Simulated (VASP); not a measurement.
# HfC (Fm-3m) in VASP: notebook

The runs below take HfC through single point, relaxation of cell and atoms, with PBEsol-based screened hybrid with 25 % exact exchange, HSE06, PBE0.

Program: VASP 6.6.1. These are calculated values, not measurements. Logs are shortened: lines on timing, memory, paths and dates and some standing lists are left out, and cuts for length are marked.

## 1. The cell of the first run

It takes space group Fm-3m (No. 225, cubic). Conventional cell: a = 4.617 Å, b = 4.617 Å, c = 4.617 Å, α = 90.00°, β = 90.00°, γ = 90.00°. Within 3.1 Å of Hf (site symmetry m-3m) lie 6 C at 2.31 Å. C (site symmetry m-3m) has 6 Hf at 2.31 Å within 3.1 Å.

## 2. Single point, PBEsol-based screened hybrid with 25 % exact exchange

Input file POSCAR:

```
HfC
1.0
    0.0000000000      2.3082626233      2.3082626233
    2.3082626233      0.0000000000      2.3082626233
    2.3082626233      2.3082626233      0.0000000000
Hf C
1 1
Direct
    0.5000000000      0.5000000000      0.5000000000
    0.0000000000      0.0000000000      0.0000000000
```

Input file INCAR.step1:

```
SYSTEM = HfC
ALGO = Normal
EDIFF = 1E-5
ENCUT = 520
GGA = PE
ISIF = 2
ISMEAR = -1
LASPH = .TRUE.
LCHARG = .FALSE.
LREAL = .FALSE.
LWAVE = .TRUE.
NBANDS = 14
NELM = 60
PREC = Accurate
SIGMA = 0.05
```

Input file INCAR.step2:

```
SYSTEM = HfC
AEXX = 0.25
ALGO = Normal
EDIFF = 1E-6
ENCUT = 520
GGA = PS
HFSCREEN = 0.207
ISIF = 2
ISMEAR = -1
ISTART = 1
LASPH = .TRUE.
LCHARG = .FALSE.
LHFCALC = .TRUE.
LREAL = .FALSE.
LWAVE = .FALSE.
NBANDS = 14
NELM = 60
PREC = Accurate
PRECFOCK = Normal
SIGMA = 0.05
```

Input file KPOINTS:

```
k-points
0
G
  5 5 5
  0 0 0
```

Potentials or basis: VASP PAW PBE potentials, release 64 (Hf_pv, C).

Command:

```sh
$ cat potpaw_PBE.64/Hf_pv/POTCAR potpaw_PBE.64/C/POTCAR > POTCAR
$ cp INCAR.step1 INCAR
$ mpirun -np 1 vasp_std > vasp.out
$ cp INCAR.step2 INCAR
$ mpirun -np 1 vasp_std > vasp.out
```

OUTCAR:

```text
SYSTEM = HfC
   AEXX = 0.25
   EDIFF = 1E-6
   ENCUT = 520
   GGA = PS
   HFSCREEN = 0.207
   ISIF = 2
   ISMEAR = -1
   ISTART = 1
   LASPH = .TRUE.
   LHFCALC = .TRUE.
   LREAL = .FALSE.
   NELM = 60
   PREC = Accurate
   PRECFOCK = Normal

 ion  position               nearest neighbor table
   1  0.500  0.500  0.500-   2 2.31   2 2.31   2 2.31   2 2.31   2 2.31   2 2.31
   2  0.000  0.000  0.000-   1 2.31   1 2.31   1 2.31   1 2.31   1 2.31   1 2.31

  LATTYP: Found a face centered cubic cell.
 ALAT       =     4.6165252466

  Lattice vectors:

 A1 = (   0.0000000000,   2.3082626233,   2.3082626233)
 A2 = (   2.3082626233,   0.0000000000,   2.3082626233)
 A3 = (   2.3082626233,   2.3082626233,   0.0000000000)

Analysis of symmetry for initial positions (statically):
=====================================================================
 Subroutine PRICEL returns:
 Original cell was already a primitive cell.

 Routine SETGRP: Setting up the symmetry group for a
 face centered cubic supercell.

 Subroutine GETGRP returns: Found 48 space group operations
 (whereof 48 operations were pure point group operations)
 out of a pool of 48 trial point group operations.

The static configuration has the point symmetry O_h .

Analysis of symmetry for dynamics (positions and initial velocities):
=====================================================================
 Subroutine PRICEL returns:
 Original cell was already a primitive cell.

 Routine SETGRP: Setting up the symmetry group for a
 face centered cubic supercell.

 Subroutine GETGRP returns: Found 48 space group operations
 (whereof 48 operations were pure point group operations)
 out of a pool of 48 trial point group operations.

The dynamic configuration has the point symmetry O_h .

 Subroutine INISYM returns: Found 48 space group operations
 (whereof 48 operations are pure point group operations),
 and found     1 'primitive' translations

----------------------------------------------------------------------------------------

                                     Primitive cell

  volume of cell :      24.5972

  direct lattice vectors                    reciprocal lattice vectors
     0.000000000  2.308262623  2.308262623    -0.216613134  0.216613134  0.216613134
     2.308262623  0.000000000  2.308262623     0.216613134 -0.216613134  0.216613134
     2.308262623  2.308262623  0.000000000     0.216613134  0.216613134 -0.216613134

  length of vectors
     3.264376307  3.264376307  3.264376307     0.375184953  0.375184953  0.375184953

  position of ions in fractional coordinates (direct lattice)
     0.500000000  0.500000000  0.500000000
     0.000000000  0.000000000  0.000000000

  ion indices of the primitive-cell ions
   primitive index   ion index
                 1           1
                 2           2

----------------------------------------------------------------------------------------

 KPOINTS: k-points

Automatic generation of k-mesh.
 Grid dimensions read from file:
 generate k-points for:    5    5    5

 Generating k-lattice:

  Cartesian coordinates                     Fractional coordinates (reciprocal lattice)
    -0.043322627  0.043322627  0.043322627     0.200000000  0.000000000  0.000000000
     0.043322627 -0.043322627  0.043322627     0.000000000  0.200000000  0.000000000
     0.043322627  0.043322627 -0.043322627     0.000000000  0.000000000  0.200000000

  Length of vectors
     0.075036991  0.075036991  0.075036991

  Shift w.r.t. Gamma in fractional coordinates (k-lattice)
     0.000000000  0.000000000  0.000000000

 Subroutine IBZKPT returns following result:
 ===========================================

 Found     10 irreducible k-points:

 Following reciprocal coordinates:
            Coordinates               Weight
  0.000000  0.000000  0.000000      1.000000
  0.200000  0.000000  0.000000      8.000000
  0.400000  0.000000  0.000000      8.000000
  0.200000  0.200000  0.000000      6.000000
  0.400000  0.200000  0.000000     24.000000
 -0.400000  0.200000  0.000000     24.000000
[... 35 lines left out ...]
 non-spin polarized calculation
  energy-cutoff  :      520.00
  volume of cell :       24.60
 maximum number of plane-waves:       678
  NGX = 20; NGY = 20; NGZ = 20

 number of electron      14.0000002 magnetization

 Free energy of the ion-electron system (eV)
  ---------------------------------------------------
  ext. energy  EPLUGINS =         0.00000000
  ---------------------------------------------------
  free energy    TOTEN  =       -24.74496288 eV

  energy without entropy =      -24.73849806  energy(sigma->0) =      -24.74173047

 E-fermi :   5.5055     XC(G=0): -10.2214

 val. band max:        5.4406188317   @ k =   0.4000   0.4000   0.0000
 cond. band min:       6.0601832143   @ k =   0.2000   0.2000   0.0000
 fundamental gap:      0.6195643826
 Fermi energy:         5.5055297767

 k-point     1 :       0.0000    0.0000    0.0000
  band No.  band energies     occupation
      1     -25.8267      2.00000
      2     -25.8267      2.00000
      3     -25.8267      2.00000
      4      -8.2588      2.00000
      5       6.9255      0.00000
      6       6.9255      0.00000
      7       6.9255      0.00000
      8       7.7079      0.00000
      9       7.7079      0.00000
     10       7.7079      0.00000
     11       9.7572      0.00000
     12       9.7572      0.00000
     13      13.9203      0.00000
     14      17.7008      0.00000

 k-point     2 :       0.2000    0.0000    0.0000
  band No.  band energies     occupation
      1     -26.1294      2.00000
      2     -25.8527      2.00000
      3     -25.8527      2.00000
      4      -7.1745      2.00000
      5       3.3062      2.00000
      6       4.3160      2.00000
      7       4.3160      2.00000
      8       8.9951      0.00000
      9       8.9951      0.00000
     10       9.1626      0.00000
     11      13.2711      0.00000
     12      13.2711      0.00000
     13      15.7522      0.00000
     14      20.2595      0.00000
[... 105 lines left out ...]
      1     -26.4771      2.00000
      2     -26.2389      2.00000
      3     -26.0586      2.00000
      4      -5.6330      2.00000
      5       2.3051      2.00000
      6       2.5008      2.00000
      7       4.2305      2.00000
      8       7.1387      0.00000
      9      12.9940      0.00000
     10      13.3355      0.00000
     11      14.2876      0.00000
     12      15.4778      0.00000
     13      17.7661      0.00000
     14      20.0534      0.00000

 k-point    10 :      -0.4000    0.4000    0.2000
  band No.  band energies     occupation
      1     -26.4297      2.00000
      2     -26.2339      2.00000
      3     -26.0517      2.00000
      4      -5.2328      2.00000
      5       1.2755      2.00000
      6       2.7169      2.00000
      7       3.0389      2.00000
      8       9.1220      0.00000
      9      11.5289      0.00000
     10      13.4863      0.00000
     11      13.8468      0.00000
     12      16.4385      0.00000
     13      19.3193      0.00000
     14      20.5749      0.00000

------------------------ aborting loop because EDIFF is reached ----------------------------------------

  FORCE on cell =-STRESS in cart. coord.  units (eV):
  Direction    XX          YY          ZZ          XY          YZ          ZX
  --------------------------------------------------------------------------------------
  -------------------------------------------------------------------------------------
  Total       -0.4417380     -0.4417380     -0.4417380     -0.0000000     -0.0000000      0.0000000
  in kB      -28.7732997    -28.7732997    -28.7732997     -0.0000000     -0.0000000      0.0000000
  external PRESSURE =     -28.7732997 kB  Pullay stress =       0.0000000 kB

 VOLUME and BASIS-vectors are now :
 -----------------------------------------------------------------------------
  energy-cutoff  :      520.00
  volume of cell :       24.60
      direct lattice vectors                 reciprocal lattice vectors
     0.000000000  2.308262623  2.308262623    -0.216613134  0.216613134  0.216613134
     2.308262623  0.000000000  2.308262623     0.216613134 -0.216613134  0.216613134
     2.308262623  2.308262623  0.000000000     0.216613134  0.216613134 -0.216613134

 POSITION                                       TOTAL-FORCE (eV/Angst)
 -----------------------------------------------------------------------------------
      2.30826      2.30826      2.30826         0.000000     -0.000000     -0.000000
      0.00000      0.00000      0.00000         0.000000      0.000000      0.000000
 -----------------------------------------------------------------------------------
    total drift:                               -0.000001     -0.000000     -0.000001

  FREE ENERGIE OF THE ION-ELECTRON SYSTEM (eV)
  ---------------------------------------------------
  free  energy   TOTEN  =       -24.7449628783 eV

  energy  without entropy=      -24.7384980631  energy(sigma->0) =      -24.74173047
```

Wall time 13 min (1 thread of Intel Xeon 8259CL, shared host); peak memory 0.23 GiB.

Results:

- Free energy: -24.7450 eV
- Pressure: -2.9 GPa
- Band gap on the k mesh: zero (bands 7 and 8 overlap by 1.48 eV)

Caveat: the k points lie up to 0.47 Å⁻¹ apart, too coarse for converged energies and pressures of a metal; the PAW data sets were made with another functional, which shifts forces and pressure a little; spin-orbit coupling is left out, which moves the levels of the heavy elements.

## 3. Relaxation of cell and atoms, PBEsol-based screened hybrid with 25 % exact exchange

This run uses another cell than the first one, of 12.57 Å³/atom.

Input file POSCAR:

```
HfC
1.0
    0.0000000000      2.3250000000      2.3250000000
    2.3250000000      0.0000000000      2.3250000000
    2.3250000000      2.3250000000      0.0000000000
Hf C
1 1
Direct
    0.5000000000      0.5000000000      0.5000000000
    0.0000000000      0.0000000000      0.0000000000
```

Input file INCAR.step1:

```
ALGO     = Normal         # electronic algorithm
EDIFF    = 1E-5           # SCF threshold, eV
ENCUT    = 600            # plane-wave cutoff, eV
GGA      = PE             # functional
ISMEAR   = -1             # smearing method
LASPH    = T              # aspherical terms in the spheres
LCHARG   = F              # write CHGCAR
LREAL    = F              # projectors in reciprocal space
LWAVE    = T              # write WAVECAR
NBANDS   = 14             # bands
NELM     = 60             # most SCF steps
PREC     = Accurate       # precision mode
SIGMA    = 0.05           # smearing width, eV
```

Input file INCAR.step2:

```
AEXX     = 0.25           # exact-exchange fraction
ALGO     = Normal         # electronic algorithm
EDIFF    = 1E-6           # SCF threshold, eV
EDIFFG   = -0.01          # ionic threshold
ENCUT    = 600            # plane-wave cutoff, eV
GGA      = PS             # functional
HFSCREEN = 0.207          # screening, 1/A
IBRION   = 2              # ionic algorithm
ISIF     = 3              # what is computed and relaxed
ISMEAR   = -1             # smearing method
ISTART   = 1            
LASPH    = T              # aspherical terms in the spheres
LCHARG   = F              # write CHGCAR
LHFCALC  = T              # exact exchange
LREAL    = F              # projectors in reciprocal space
LWAVE    = F              # write WAVECAR
NELM     = 60             # most SCF steps
NSW      = 60             # ionic steps
PREC     = Accurate       # precision mode
PRECFOCK = Normal       
SIGMA    = 0.05           # smearing width, eV
```

Input file KPOINTS:

```
k-points
0
Gamma
  5 5 5
```

Potentials or basis: VASP PAW PBE potentials, release 64 (Hf_pv, C).

Command:

```sh
$ cat potpaw_PBE.64/Hf_pv/POTCAR potpaw_PBE.64/C/POTCAR > POTCAR
$ cp INCAR.step1 INCAR
$ mpirun -np 1 vasp_std > vasp.out
$ cp INCAR.step2 INCAR
$ mpirun -np 1 vasp_std > vasp.out
```

Wall time 58 min (1 thread of Intel Xeon 8259CL, shared host); peak memory 0.25 GiB.

The run converged. Its results:

```yaml
Free_energy: -24.7491 eV
Relaxed_volume: 12.16 Å³/atom
Relaxed_cell: a = 3.252 Å, b = 3.252 Å, c = 3.252 Å, α = 60.00°, β = 60.00°, γ = 60.00°
Space_group_after_relaxing_to_0.1_Å: Fm-3m (No. 225)
Energy_gained_by_relaxing: 10.8 meV/atom
Ionic_steps: 4
Pressure_after_relaxing: 0.0 GPa
Band_gap_on_the_k_mesh: zero (bands 7 and 8 overlap by 1.48 eV)
```

Step by step:
```
step  energy change (eV)  largest force (eV/Å)  pressure (GPa)  volume (Å³)
   1              0.0000                0.0000           -8.26        25.14
   2              0.0600                0.0000           18.79        22.85
   3             -0.0217                0.0000           -0.17        24.33
   4             -0.0217                0.0000           -0.04        24.32
```

Final structure:
```
CELL_PARAMETERS angstrom
0.00000 2.29953 2.29953
2.29953 0.00000 2.29953
2.29953 2.29953 0.00000
ATOMIC_POSITIONS crystal
Hf 0.50000 0.50000 0.50000
C 0.00000 0.00000 0.00000
```

Levels at points of the mesh, in eV from the Fermi level:
| k point | band 5 | band 6 | band 7 | band 8 | band 9 | band 10 |
| --- | --- | --- | --- | --- | --- | --- |
| (0.00, 0.00, 0.00) | 1.42 | 1.42 | 1.42 | 2.20 | 2.20 | 2.20 |

Caveat: the k points lie up to 0.47 Å⁻¹ apart in the final cell, too coarse for converged energies and pressures of a metal; the PAW data sets were made with another functional, which shifts forces and pressure a little; spin-orbit coupling is left out, which moves the levels of the heavy elements.

## 4. Single point, HSE06

This run uses another cell than the first one, of 12.82 Å³/atom.

Input file POSCAR:

```
HfC
1.0
    0.0000000000      2.3403977997      2.3403977997
    2.3403977997      0.0000000000      2.3403977997
    2.3403977997      2.3403977997      0.0000000000
Hf C
1 1
Direct
    0.5000000000      0.5000000000      0.5000000000
    0.0000000000      0.0000000000      0.0000000000
```

Input file INCAR.step1:

```
SYSTEM = HfC
  ALGO = Normal
  EDIFF = 1E-5
  ENCUT = 520
  GGA = PE
  ISIF = 2
  ISMEAR = -1
  LASPH = .TRUE.
  LCHARG = .FALSE.
  LREAL = .FALSE.
  LWAVE = .TRUE.
  NBANDS = 14
  NELM = 100
  PREC = Accurate
  SIGMA = 0.05
```

Input file INCAR.step2:

```
SYSTEM = HfC
  ALGO = Normal
  EDIFF = 1E-7
  ENCUT = 520
  GGA = PE
  HFSCREEN = 0.2079
  ISIF = 2
  ISMEAR = -1
  ISTART = 1
  LASPH = .TRUE.
  LCHARG = .FALSE.
  LHFCALC = .TRUE.
  LREAL = .FALSE.
  LWAVE = .FALSE.
  NBANDS = 14
  NELM = 100
  PREC = Accurate
  PRECFOCK = Normal
  SIGMA = 0.05
```

Input file KPOINTS:

```
k-points
0
G
  6 6 6
  0 0 0
```

Command:

```sh
$ cat potpaw_PBE.64/Hf_pv/POTCAR potpaw_PBE.64/C/POTCAR > POTCAR
$ cp INCAR.step1 INCAR
$ mpirun -np 1 vasp_std > vasp.out
$ cp INCAR.step2 INCAR
$ mpirun -np 1 vasp_std > vasp.out
```

Run time: 34 min. Hardware: 1 thread of Intel Xeon Platinum 8375C at 2.90GHz (Ice Lake), shared host; peak memory 0.26 GiB.

It converged, with:

```
Free energy            : -23.9691 eV
Pressure               : -8.7 GPa
Band gap on the k mesh : zero (bands 7 and 8 overlap by 1.60 eV)
```

Levels at points of the mesh, in eV from the Fermi level:
```
           k point  band 4  band 5  band 6  band 7  band 8  band 9  band 10  band 11
(0.00, 0.00, 0.00)  -13.61    1.32    1.32    1.32    2.21    2.21     2.21     4.12
(0.50, 0.00, 0.00)   -9.64   -6.65   -3.16   -3.16    6.42    6.42     6.95     7.36
(0.50, 0.50, 0.00)  -11.55   -3.00   -1.34   -0.03   -0.03    6.15     7.86     7.86
```

Caveat: the k points lie up to 0.39 Å⁻¹ apart, too coarse for converged energies and pressures of a metal; the PAW data sets were made with another functional, which shifts forces and pressure a little; spin-orbit coupling is left out, which moves the levels of the heavy elements.

## 5. Single point, PBE0

This run uses another cell than the first one, of 12.82 Å³/atom.

POSCAR is that of step 4.

Input file INCAR.step1:

```
SYSTEM = HfC
  ALGO = Normal
  EDIFF = 1E-5
  ENCUT = 520
  GGA = PE
  ISIF = 2
  ISMEAR = -1
  LASPH = .True.
  LREAL = .False.
  LWAVE = .True.
  NBANDS = 14
  NELM = 60
  PREC = Accurate
  SIGMA = 0.05
```

Input file INCAR.step2:

```
SYSTEM = HfC
  AEXX = 0.25
  ALGO = Normal
  EDIFF = 1E-6
  ENCUT = 520
  GGA = PE
  ISIF = 2
  ISMEAR = -1
  ISTART = 1
  LASPH = .True.
  LCHARG = .True.
  LELF = .True.
  LHFCALC = .True.
  LREAL = .False.
  LVHAR = .True.
  LWAVE = .False.
  NBANDS = 14
  NELM = 60
  PREC = Accurate
  PRECFOCK = Normal
  SIGMA = 0.05
```

Input file KPOINTS:

```
k-points
0
Gamma
  6 6 6
  0 0 0
```

Command:

```sh
$ cat potpaw_PBE.64/Hf_pv/POTCAR potpaw_PBE.64/C/POTCAR > POTCAR
$ cp INCAR.step1 INCAR
$ mpirun -np 1 vasp_std > vasp.out
$ cp INCAR.step2 INCAR
$ mpirun -np 1 vasp_std > vasp.out
```

Wall time 22 min (1 thread of Intel Xeon Platinum 8375C at 2.90GHz (Ice Lake), shared host); peak memory 0.17 GiB.

It converged, with:

| Quantity | Value |
| --- | --- |
| Free energy | -25.5283 eV |
| Pressure | -9.2 GPa |
| Band gap on the k mesh | zero (bands 7 and 8 overlap by 2.13 eV) |

Levels at points of the mesh, in eV from the Fermi level:
```tsv
k point	band 5	band 6	band 7	band 8	band 9	band 10
(0.00, 0.00, 0.00)	1.59	1.59	1.59	2.62	2.62	2.62
(0.50, 0.00, 0.00)	-7.01	-3.50	-3.50	6.91	6.91	7.43
(0.50, 0.50, 0.00)	-3.33	-1.56	0.27	0.27	6.60	8.34
```

Caveat: the k points lie up to 0.39 Å⁻¹ apart, too coarse for converged energies and pressures of a metal; the PAW data sets were made with another functional, which shifts forces and pressure a little; spin-orbit coupling is left out, which moves the levels of the heavy elements.

## 6. The runs side by side

```tsv
task	level	cell	k mesh	cutoff (eV)	screening parameter	gap on the mesh (eV)	pressure (GPa)
single point	PBEsol-based screened hybrid with 25 % exact exchange	a = 3.264 Å, angles 60.0°, 2 atoms	5 × 5 × 5	520	0.207 1/Å	none	-2.9
relaxation of cell and atoms	PBEsol-based screened hybrid with 25 % exact exchange	relaxed from a = 3.288 Å, angles 60.0°, 2 atoms	5 × 5 × 5	600	0.207 1/Å	none	0.0
single point	HSE06	a = 3.310 Å, angles 60.0°, 2 atoms	6 × 6 × 6	520	0.2079 1/Å	none	-8.7
single point	PBE0	a = 3.310 Å, angles 60.0°, 2 atoms	6 × 6 × 6	520	-	none	-9.2
```

Alike in all rows: potentials or basis VASP PAW PBE potentials, release 64 (Hf_pv, C); no spin polarisation; smearing fermi-dirac 0.05 eV.

Caveats: all runs use coarse meshes; the PAW data sets were made with another functional, which shifts forces and pressure a little; spin-orbit coupling is left out, which moves the levels of the heavy elements.

Total energies depend on the potentials used, so only differences within one code and one set of settings carry meaning.

The gap in the log of VASP goes by the Fermi energy; the results here count the filled bands.